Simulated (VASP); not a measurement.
Here is a VASP 6.6.1 calculation.

INCAR

```
SYSTEM = WC
ALGO     = Normal         ! electronic algorithm
EDIFF    = 1E-7           ! SCF threshold, eV
ENCUT    = 520            ! plane-wave cutoff, eV
GGA      = PE             ! functional
ISIF     = 2              ! what is computed and relaxed
ISMEAR   = 0              ! smearing method
LASPH    = .True.         ! aspherical terms in the spheres
LCHARG   = .True.         ! write CHGCAR
LELF     = .True.         ! ELF
LREAL    = .False.        ! projectors in reciprocal space
LVHAR    = .True.       
LWAVE    = .False.        ! write WAVECAR
NBANDS   = 16             ! bands
NELM     = 60             ! most SCF steps
PREC     = Accurate       ! precision mode
SIGMA    = 0.1            ! smearing width, eV
```

Contents of KPOINTS:

```
k-points
0
Gamma
  6 6 6
  0 0 0
```

The input POSCAR:

```
WC
1.0
    2.9260641909      0.0000000000      0.0000000000
   -1.4630320954      2.5340459224      0.0000000000
    0.0000000000      0.0000000000      2.8416869127
W C
1 1
Direct
    0.0000000000      0.0000000000      0.0000000000
    0.6666666667      0.3333333333      0.5000000000
```

Potentials or basis: VASP PAW PBE potentials, release 64 (W_sv, C).

Command:

```bash
$ cat potpaw_PBE.64/W_sv/POTCAR potpaw_PBE.64/C/POTCAR > POTCAR
$ mpirun -np 1 vasp_std > vasp.out
```

Question: Estimate the band gap on the k mesh.

Answer: Zero (band 9 reaches 11.52 eV, above the bottom of band 10 at 10.30 eV).

Question: Predict the pressure.

Answer: 0.9 GPa.

Stress tensor (GPa, compression positive):
```
0.73 0.00 0.00
0.00 0.73 0.00
0.00 0.00 1.19
```

Caveat: the k points lie up to 0.41 Å⁻¹ apart; spin-orbit coupling is left out, which moves the levels of the heavy elements.
